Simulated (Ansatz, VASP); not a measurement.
**CuSn3 in VASP and in Ansatz**

File INCAR:

```
PREC = Accurate
ENCUT = 520
EDIFF = 1E-6
ISMEAR = -1
SIGMA = 0.05
LREAL = False
LASPH = True
NELM = 60
ALGO = Fast
ISIF = 2
LWAVE = False
LCHARG = False
GGA = PS
NBANDS = 34
```

KPOINTS

```
regular mesh
0
Gamma
  7 7 7
```

The input POSCAR:

```
CuSn3
1.0
   -2.2399030000      2.2399030000      4.8219969600
    2.2399030000     -2.2399030000      4.8219969600
    2.2399030000      2.2399030000     -4.8219969600
Sn Cu
3 1
Direct
    0.5000000000      0.5000000000      0.0000000000
    0.2500000000      0.7500000000      0.5000000000
    0.7500000000      0.2500000000      0.5000000000
    0.0000000000      0.0000000000      0.0000000000
```

Contents of input.yaml:

```yaml
crystal:
  lattice:
    - [-2.239903, 2.239903, 4.82199696]
    - [2.239903, -2.239903, 4.82199696]
    - [2.239903, 2.239903, -4.82199696]
  atoms:
    - { symbol: Sn, position: [0.5, 0.5, 0.0] }
    - { symbol: Sn, position: [0.25, 0.75, 0.5] }
    - { symbol: Sn, position: [0.75, 0.25, 0.5] }
    - { symbol: Cu, position: [0.0, 0.0, 0.0] }
hamiltonian:
  xc: pbesol
  pseudopotentials: { kind: paw }
kpoints:
  mp_grid: { grid: [7, 7, 7] }
  band_path:
    path:
      - [[0.0, 0.0, 0.0], [0.0, 0.0, 0.5], [-0.1078883528, 0.1078883528, 0.5], [-0.3039441764, 0.3039441764, 0.3039441764], [0.0, 0.0, 0.0], [0.5, 0.5, -0.5], [0.3039441764, 0.6960558236, -0.3039441764], [0.0, 0.5, 0.0], [0.25, 0.25, 0.25], [0.5, 0.5, -0.1078883528], [0.5, 0.5, -0.5]]
      - [[0.0, 0.0, 0.5], [0.25, 0.25, 0.25]]
    npoints: 14
scf:
  occupations: { method: fermi_dirac, width: 0.05 }
  n_extra_bands: 10
output:
  forces: true
  stress: true
  eigenvalues: true
  fatbands: false
```

Alike in both runs: functional PBEsol; k mesh 7 × 7 × 7; occupations fermi-dirac, width 0.05 eV; no spin polarisation.

|  | VASP | Ansatz |
| --- | --- | --- |
| version | VASP 6.6.1 | Ansatz 0.2.0 |
| potentials or method | VASP PAW PBE potentials, release 64 (Sn_d, Cu) | Ansatz PAW |
| plane-wave cutoff (eV) | 520 | 420 |
| valence electrons in the cell | 53 | 61 |
| task | single point | band structure |

|  | VASP | Ansatz | Ansatz less VASP |
| --- | --- | --- | --- |
| gap on the k mesh at the Fermi level (eV) | none | none | - |
| pressure (GPa) | -3.5 | -3.4 | +0.07 |
| traceless stress, the component that is largest in VASP (GPa) | -0.11 | -0.11 | -0.001 |

VASP's potentials were made for PBE, not for PBEsol. A gap of «none» marks a metal or a gap that the smearing closes. VASP's potentials hold 53 valence electrons a cell and Ansatz's 61, so a difference there can come from the potentials and not from the codes.
